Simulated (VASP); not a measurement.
The system is ZnO.

```
Zn O
1.0
     4.33798    0.00000    0.00000
    -2.16899    3.75680    0.00000
     0.00000    0.00000    3.45569
Zn O
1 1
Direct
  0.00000 0.00000 0.00000
  0.00000 0.00000 0.50000
```

| Item | Value |
| --- | --- |
| Program | VASP 6.6.1 |
| Task | relaxation of cell and atoms |
| Functional | PBE |
| Potentials or basis | VASP PAW PBE potentials, release 64 (Zn, O) |
| Cutoff | 600 eV |
| k mesh | 6 × 6 × 8 |
| Occupations | gaussian, width 0.02 eV |
| Spin | no spin polarisation |

At the start: pressure 0.7 GPa; volume 28.16 Å³/atom.

Task: Where does the relaxation end?

Result: Over 14 steps the energy falls by 3.6 meV/atom and the volume is 34.12 Å³/atom (+21.2 %); space group P6/mmm (No. 191, to 0.05 Å).

The path:
```csv
step,energy change (eV),largest force (eV/Å),pressure (GPa),volume (Å³)
1,0.0000,0.0000,0.70,56.32
2,0.0083,0.0000,-1.47,57.32
3,-0.0013,0.0000,0.10,56.58
4,-0.0013,0.0000,0.10,56.58
5,-0.0014,0.0000,0.10,56.71
6,-0.0018,0.0000,0.09,57.10
7,-0.0025,0.0000,0.08,57.89
8,-0.0037,0.0000,0.07,59.49
9,-0.0057,0.0000,0.04,62.75
10,-0.0072,0.0000,-0.07,69.55
11,-0.0072,0.0000,-0.03,67.65
12,-0.0073,0.0000,-0.04,68.25
13,0.0253,0.0000,2.59,68.21
14,-0.0073,0.0000,0.01,68.25
```

Final structure:
```
CELL_PARAMETERS angstrom
4.76408 0.00000 0.00000
-2.38204 4.12582 0.00000
0.00000 0.00000 3.47213
ATOMIC_POSITIONS crystal
Zn 0.00000 0.00000 0.00000
O 0.00000 0.00000 0.50000
```

Caveat: the volume moved by over 15 % at a fixed basis, so the end points are rough.
